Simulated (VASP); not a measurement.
A run of VASP 6.6.1 is set up as follows.

INCAR

```
SYSTEM = CuAu
PREC = Accurate ; ENCUT = 520
EDIFF = 1E-6 ; ISMEAR = 0
SIGMA = 0.1 ; LREAL = .FALSE.
LASPH = .TRUE. ; NELM = 100
ALGO = Normal ; ISIF = 2
LWAVE = .FALSE. ; LCHARG = .FALSE.
GGA = CA ; NBANDS = 18
```

The input KPOINTS:

```
Automatic mesh
0
G
  16 16 12
  0 0 0
```

File POSCAR:

```
CuAu
1.0
    2.7929172481      0.0000000000      0.0000000000
    0.0000000000      2.7929172481      0.0000000000
    0.0000000000      0.0000000000      3.5323997054
Cu Au
1 1
Direct
    0.5000000000      0.5000000000      0.5000000000
    0.0000000000      0.0000000000      0.0000000000
```

Potentials or basis: VASP PAW LDA potentials, release 64 (Cu, Au).

The run is started by

```bash
$ cat potpaw_LDA.64/Cu/POTCAR potpaw_LDA.64/Au/POTCAR > POTCAR
$ mpirun -np 1 vasp_std > vasp.out
```

Task: What does it give for the pressure?

Result: 0.5 GPa.

Task: Predict the band gap on the k mesh.

Result: Zero (band 11 reaches 14.66 eV, above the bottom of band 12 at 7.15 eV).

Caveat: spin-orbit coupling is left out, which moves the levels of the heavy elements.
